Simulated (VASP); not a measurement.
A run of VASP 6.6.1:

File INCAR:

```
PREC = Accurate
ENCUT = 600
EDIFF = 1E-6
ISMEAR = 0
SIGMA = 0.01
LREAL = False
LASPH = True
NELM = 120
ALGO = Normal
ISIF = 2
LWAVE = False
LCHARG = True
GGA = PE
LELF = True
LVHAR = True
NBANDS = 11
GGA_COMPAT = False
```

File KPOINTS:

```
regular mesh
0
Gamma
  12 12 12
```

File POSCAR:

```
BN
1.0
    0.0000000000      1.8123266322      1.8123266322
    1.8123266322      0.0000000000      1.8123266322
    1.8123266322      1.8123266322      0.0000000000
B N
1 1
Direct
    0.0000000000      0.0000000000      0.0000000000
    0.7500000000      0.7500000000      0.7500000000
```

Potentials or basis: VASP PAW PBE potentials, release 64 (B, N).

Run with:

```console
$ cat potpaw_PBE.64/B/POTCAR potpaw_PBE.64/N/POTCAR > POTCAR
$ mpirun -np 1 vasp_std > vasp.out
```

Hardware: 1 thread of AMD EPYC 7R43 64-Core Processor (Zen 3), on a shared host.

Question: Estimate the wall time of this run.

Answer: Wall time 9.7 s on 1 thread of AMD EPYC 7R43 64-Core Processor (Zen 3) (shared host), peak memory 0.09 GiB. Counts: scf iterations 12, k points 72.
